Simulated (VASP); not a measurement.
# C in VASP: further runs

The runs below take C through electric field gradients, with PBE.

Program: VASP 6.6.1. These are calculated values, not measurements. Logs are shortened: lines on timing, memory, paths and dates and some standing lists are left out, and cuts for length are marked.

## Step 1: The cell of the first run

It takes space group R-3m (No. 166, trigonal). Conventional cell: a = 2.456 Å, b = 2.456 Å, c = 10.041 Å, α = 90.00°, β = 90.00°, γ = 120.00°. C (site symmetry 3m) has 3 C at 1.42 Å within 1.9 Å.

## Step 2: Electric field gradients, PBE

The input, INCAR:

```
ALGO = Normal
EDIFF = 1E-8
ENCUT = 520
GGA = PE
ISIF = 2
ISMEAR = -1
LASPH = T
LCHARG = F
LEFG = T
LREAL = F
LWAVE = F
NBANDS = 11
NELM = 100
PREC = Accurate
SIGMA = 0.05
```

The input, KPOINTS:

```
k-points
0
Gamma
  14 14 14
```

The input, POSCAR:

```
C
1.0
    1.2280287114      0.7090027071      3.3470114498
   -1.2280287114      0.7090027071      3.3470114498
    0.0000000000     -1.4180054142      3.3470114498
C
2
Direct
    0.8360000000      0.8360000000      0.8360000000
    0.1640000000      0.1640000000      0.1640000000
```

Potentials or basis: VASP PAW PBE potentials, release 64 (C).

Launch:

```bash
> cat potpaw_PBE.64/C/POTCAR > POTCAR
> mpirun -np 1 vasp_std > vasp.out
```

OUTCAR:

```text
EDIFF = 1E-8
   ENCUT = 520
   GGA = PE
   ISIF = 2
   ISMEAR = -1
   LASPH = T
   LREAL = F
   NELM = 100
   PREC = Accurate

 ion  position               nearest neighbor table
   1  0.836  0.836  0.836-   2 1.42   2 1.42   2 1.42
   2  0.164  0.164  0.164-   1 1.42   1 1.42   1 1.42

  LATTYP: Found a trigonal (rhomboedric) cell.
 ALAT       =     3.6350000000
 COS(alpha) =     0.7717355882

  Lattice vectors:

 A1 = (   1.2280287114,   0.7090027071,   3.3470114498)
 A2 = (  -1.2280287114,   0.7090027071,   3.3470114498)
 A3 = (   0.0000000000,  -1.4180054142,   3.3470114498)

Analysis of symmetry for initial positions (statically):
=====================================================================
 Subroutine PRICEL returns:
 Original cell was already a primitive cell.

 Routine SETGRP: Setting up the symmetry group for a
 trigonal (rhombohedral) supercell.

 Subroutine GETGRP returns: Found 12 space group operations
 (whereof 12 operations were pure point group operations)
 out of a pool of 12 trial point group operations.

The static configuration has the point symmetry D_3d.

Analysis of symmetry for dynamics (positions and initial velocities):
=====================================================================
 Subroutine PRICEL returns:
 Original cell was already a primitive cell.

 Routine SETGRP: Setting up the symmetry group for a
 trigonal (rhombohedral) supercell.

 Subroutine GETGRP returns: Found 12 space group operations
 (whereof 12 operations were pure point group operations)
 out of a pool of 12 trial point group operations.

The dynamic configuration has the point symmetry D_3d.

 Subroutine INISYM returns: Found 12 space group operations
 (whereof 12 operations are pure point group operations),
 and found     1 'primitive' translations

----------------------------------------------------------------------------------------

                                     Primitive cell

  volume of cell :      17.4850

  direct lattice vectors                    reciprocal lattice vectors
     1.228028711  0.709002707  3.347011450     0.407156604  0.235071975  0.099591333
    -1.228028711  0.709002707  3.347011450    -0.407156604  0.235071975  0.099591333
     0.000000000 -1.418005414  3.347011450     0.000000000 -0.470143950  0.099591333

  length of vectors
     3.635000000  3.635000000  3.635000000     0.480576495  0.480576495  0.480576495

  position of ions in fractional coordinates (direct lattice)
     0.836000000  0.836000000  0.836000000
     0.164000000  0.164000000  0.164000000

  ion indices of the primitive-cell ions
   primitive index   ion index
                 1           1
                 2           2

----------------------------------------------------------------------------------------

 KPOINTS: k-points

Automatic generation of k-mesh.
 Grid dimensions read from file:
 generate k-points for:   14   14   14

 Generating k-lattice:

  Cartesian coordinates                     Fractional coordinates (reciprocal lattice)
     0.029082615  0.016790855  0.007113667     0.071428571  0.000000000 -0.000000000
    -0.029082615  0.016790855  0.007113667     0.000000000  0.071428571 -0.000000000
     0.000000000 -0.033581711  0.007113667    -0.000000000 -0.000000000  0.071428571

  Length of vectors
     0.034326892  0.034326892  0.034326892

  Shift w.r.t. Gamma in fractional coordinates (k-lattice)
     0.000000000  0.000000000  0.000000000

 Subroutine IBZKPT returns following result:
 ===========================================

 Found    288 irreducible k-points:

 Following reciprocal coordinates:
            Coordinates               Weight
  0.000000  0.000000  0.000000      1.000000
  0.071429 -0.000000  0.000000      6.000000
  0.142857 -0.000000  0.000000      6.000000
  0.214286  0.000000  0.000000      6.000000
  0.285714  0.000000  0.000000      6.000000
  0.357143 -0.000000  0.000000      6.000000
[... 16 lines left out ...]
  0.214286  0.142857  0.000000     12.000000
  0.285714  0.142857  0.000000     12.000000
 [... further k-points ...]
   k-points           NKPTS =    288   k-points in BZ     NKDIM =    288   number of bands    NBANDS=     11
   number of dos      NEDOS =    301   number of ions     NIONS =      2
   total plane-waves  NPLWV =  21952
   dimension x,y,z NGX =    28 NGY =   28 NGZ =   28
   dimension x,y,z NGXF=    56 NGYF=   56 NGZF=   56
   ions per type =               2
   NGX,Y,Z   is equivalent  to a cutoff of  12.81, 12.81, 12.81 a.u.
   NGXF,Y,Z  is equivalent  to a cutoff of  25.61, 25.61, 25.61 a.u.
 SYSTEM =  unknown system
   PREC   = accura    normal or accurate (medium, high low for compatibility)
   ISTART =      0    job   : 0-new  1-cont  2-samecut
   ICHARG =      2    charge: 1-file 2-atom 10-const
   ISPIN  =      1    spin polarized calculation?
   LNONCOLLINEAR =      F non collinear calculations
   LSORBIT =      F    spin-orbit coupling
   LASPH  =      T    aspherical Exc in radial PAW
   ENCUT  =  520.0 eV  38.22 Ry    6.18 a.u.   6.76  6.76  6.76*2*pi/ulx,y,z
   NELM   =    100;   NELMIN=  2; NELMDL= -5     # of ELM steps
   EDIFF  = 0.1E-07   stopping-criterion for ELM
   LREAL  =      F    real-space projection
   EDIFFG = 0.1E-06   stopping-criterion for IOM
   NSW    =      0    number of steps for IOM
   IBRION =     -1    ionic relax: 0-MD 1-quasi-New 2-CG
   NFREE  =      0    steps in history (QN), initial steepest desc. (CG)
   ISIF   =      2    stress and relaxation
   ISYM   =      2    0-nonsym 1-usesym 2-fastsym
   POTIM  = 0.5000    time-step for ionic-motion
   TEBEG  =    0.0;   TEEND  =   0.0 temperature during run
   PSTRESS=    0.0 pullay stress
   NELECT =       8.0000    total number of electrons
   NUPDOWN=      -1.0000    fix difference up-down
   EMIN   =  10.00;   EMAX   =-10.00  energy-range for DOS
   EFERMI =   0.00;   METHOD = LEGACY
   ISMEAR =    -1;   SIGMA  =   0.05  broadening in eV -4-tet -1-fermi 0-gaus
   EFERMI_NEDOS =   21; number of points for ismear=-14 and -15
   IALGO  =     38    algorithm
   IMIX   =      4    mixing-type and parameters
     AMIX     =   0.40;   BMIX     =  1.00
     AMIX_MAG =   1.60;   BMIX_MAG =  1.00
  volume/ion in A,a.u.               =       8.74        59.00
  Fermi-wavevector in a.u.,A,eV,Ry     =   1.261488  2.383867 21.651666  1.591353
  Thomas-Fermi vector in A             =   2.394945
   LORBIT       =      0    0 simple, 1 ext, 2 COOP (PROOUT), +10 PAW based schemes
   GGA     = PE    functional components
   LHFCALC =     F    Hartree Fock is set to
   AEXX    =    0.0000 exact exchange contribution
   IVDW    =     0    specifies the selected vdW correction
   LEPSILON=     F    determine dielectric tensor
   LRPA    =     F    only Hartree local field effects (RPA)
 non-spin polarized calculation
  energy-cutoff  :      520.00
  volume of cell :       17.48
 maximum number of plane-waves:       483
   NGX = 13   NGY = 13   NGZ = 13

 number of electron       8.0000000 magnetization

 Free energy of the ion-electron system (eV)
  ---------------------------------------------------
  ext. energy  EPLUGINS =         0.00000000
  ---------------------------------------------------
  free energy    TOTEN  =       -18.39631357 eV

  energy without entropy =      -18.39629869  energy(sigma->0) =      -18.39630613

 E-fermi :   4.8241     XC(G=0): -10.3644

 val. band max:        4.5435898537   @ k =  -0.1429   0.5000   0.1429
 cond. band min:       5.1079443045   @ k =  -0.1429   0.5000   0.1429
 fundamental gap:      0.5643544509
 Fermi energy:         4.8241082242

 k-point     1 :       0.0000    0.0000    0.0000
  band No.  band energies     occupation
      1     -14.9703      2.00000
      2      -1.8333      2.00000
      3       1.7963      2.00000
      4       1.7963      2.00000
      5       8.9572      0.00000
      6      13.2019      0.00000
      7      13.2019      0.00000
      8      16.2965      0.00000
      9      17.6563      0.00000
     10      27.6332      0.00000
     11      30.6947      0.00000
[... 309 lines left out ...]
 k-point    24 :       0.2857    0.1429    0.0000
  band No.  band energies     occupation
      1     -13.4599      2.00000
      2      -2.0793      2.00000
      3      -0.8738      2.00000
      4      -0.6063      2.00000
      5      11.3147      0.00000
      6      12.4904      0.00000
      7      14.5159      0.00000
      8      16.1544      0.00000
      9      20.9491      0.00000
     10      23.3772      0.00000
     11      29.1634      0.00000

 [... further k-points ...]

------------------------ aborting loop because EDIFF is reached ----------------------------------------

  FORCE on cell =-STRESS in cart. coord.  units (eV):
  Direction    XX          YY          ZZ          XY          YZ          ZX
  --------------------------------------------------------------------------------------
  -------------------------------------------------------------------------------------
  Total        0.6178209      0.6178209      0.3327673      0.0000000     -0.0000000      0.0000000
  in kB       56.6119761     56.6119761     30.4920351      0.0000000     -0.0000000      0.0000000
  external PRESSURE =      47.9053291 kB  Pullay stress =       0.0000000 kB

 VOLUME and BASIS-vectors are now :
 -----------------------------------------------------------------------------
  energy-cutoff  :      520.00
  volume of cell :       17.48
      direct lattice vectors                 reciprocal lattice vectors
     1.228028711  0.709002707  3.347011450     0.407156604  0.235071975  0.099591333
    -1.228028711  0.709002707  3.347011450    -0.407156604  0.235071975  0.099591333
     0.000000000 -1.418005414  3.347011450     0.000000000 -0.470143950  0.099591333

 POSITION                                       TOTAL-FORCE (eV/Angst)
 -----------------------------------------------------------------------------------
      0.00000      0.00000      8.39430         0.000000     -0.000000     -0.869488
      0.00000      0.00000      1.64673         0.000000      0.000000      0.869488
 -----------------------------------------------------------------------------------
    total drift:                                0.000000     -0.000000      0.000000

  FREE ENERGIE OF THE ION-ELECTRON SYSTEM (eV)
  ---------------------------------------------------
  free  energy   TOTEN  =       -18.3963135714 eV

  energy  without entropy=      -18.3962986926  energy(sigma->0) =      -18.39630613

 Electric field gradients (V/A^2)
---------------------------------------------------------------------
 ion       V_xx      V_yy      V_zz      V_xy      V_xz      V_yz
---------------------------------------------------------------------
   1     -15.646   -15.646    31.291    -0.000    -0.000     0.000
   2     -15.646   -15.646    31.291     0.000     0.000     0.000
---------------------------------------------------------------------

 Electric field gradients after diagonalization (V/A^2)
 (convention: |V_zz| > |V_xx| > |V_yy|)
----------------------------------------------------------------------
 ion       V_xx      V_yy      V_zz     asymmetry (V_yy - V_xx)/ V_zz
----------------------------------------------------------------------
   1     -15.646   -15.646    31.291       0.000
   2     -15.646   -15.646    31.291       0.000
----------------------------------------------------------------------

           NMR quadrupolar parameters

 Cq : quadrupolar parameter    Cq=e*Q*V_zz/h
 eta: asymmetry parameters     (V_yy - V_xx)/ V_zz
 Q  : nuclear electric quadrupole moment in mb (millibarn)
----------------------------------------------------------------------
 ion       Cq(MHz)       eta       Q (mb)
----------------------------------------------------------------------
   1       0.076       0.000       1.000
   2       0.076       0.000       1.000
----------------------------------------------------------------------
```

Wall time 2.9 min (1 thread of AMD EPYC 7R13, shared host); peak memory 0.15 GiB.

What came out:

| Quantity | Value |
| --- | --- |
| Free energy | -18.3963 eV |
| Pressure | 4.8 GPa |
| Largest force | 0.869 eV/Å |
| Largest electric field gradient by atom | C +31.3 V/Å² |

Forces on the atoms (eV/Å):
```
C    0.000  0.000 -0.869
C    0.000  0.000  0.869
```

Stress tensor (GPa, compression positive):
```
5.66 0.00 0.00
0.00 5.66 0.00
0.00 0.00 3.05
```

Electric field gradients, principal values (V/Å²):
```tsv
atom	least	middle	greatest (by size)
1 C	-15.646	-15.646	31.291
2 C	-15.646	-15.646	31.291
```

Caveat: the cell stands under pressure; this functional lacks dispersion, which binds the layers, so the pressure and a relaxed spacing across them are unreliable; without QUAD_EFG the Cq values of the log hold for a quadrupole moment of 1 mb, not for the nuclei.

(Continued in part 2 of 2.)
